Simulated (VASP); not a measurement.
ZnCu:

```
Zn Cu
1.0
     2.94500    0.00000    0.00000
     0.00000    2.94500    0.00000
     0.00000    0.00000    2.94500
Zn Cu
1 1
Cartesian
  1.4725 1.4725 1.4725
  0.0000 0.0000 0.0000
```

Program: VASP 6.6.1. Alike in all runs: task single point; level PBE; potentials or basis VASP PAW PBE potentials, release 64 (Zn, Cu); spin collinear; cell as given; k mesh 10 × 10 × 10; cutoff (eV) 520; smearing fermi-dirac 0.05 eV.

Problem. Order these runs on this cell by their pressure, lowest first.
A. fixed moment (μB) 0.3
B. fixed moment (μB) 0.8
C. fixed moment (μB) 1.2

Solution. A (3.1 GPa), B (6.4 GPa), C (11.3 GPa).

Caveats: the cell stands under pressure; the total moment is fixed, so each spin has its own Fermi level and the state may be an excited one.
